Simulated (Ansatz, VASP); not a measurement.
## PtSe2 in VASP and in Ansatz

```
CELL_PARAMETERS angstrom
3.75197 0.00000 0.00000
-1.87598 3.24930 0.00000
0.00000 0.00000 6.44071
ATOMIC_POSITIONS crystal
Pt 0.00000 0.00000 0.00000
Se 0.33333 0.66667 0.20284
Se 0.66667 0.33333 0.79716
```

Alike in both runs: functional PBE; k mesh 9 × 9 × 6; no spin polarisation.

Ansatz relaxed the structure, and its values are those at the end. VASP's run is a single point on that final structure, the one shown.

```csv
,VASP,Ansatz
version,VASP 6.6.1,Ansatz 0.2.0
potentials or method,"VASP PAW PBE potentials, release 64 (Pt, Se), cutoff 520 eV","plane waves, PAW"
occupations,"methfessel-paxton of order 1, width 0.05 eV","cold, width 0.05 eV"
valence electrons in the cell,22,50
```

|  | VASP | Ansatz | Ansatz less VASP |
| --- | --- | --- | --- |
| pressure (GPa) | 0.0 | 0.0 | +0.04 |

VASP's potentials hold 22 valence electrons a cell and Ansatz's 50, so a difference there can come from the potentials and not from the codes.

Neither program's run includes spin-orbit coupling.
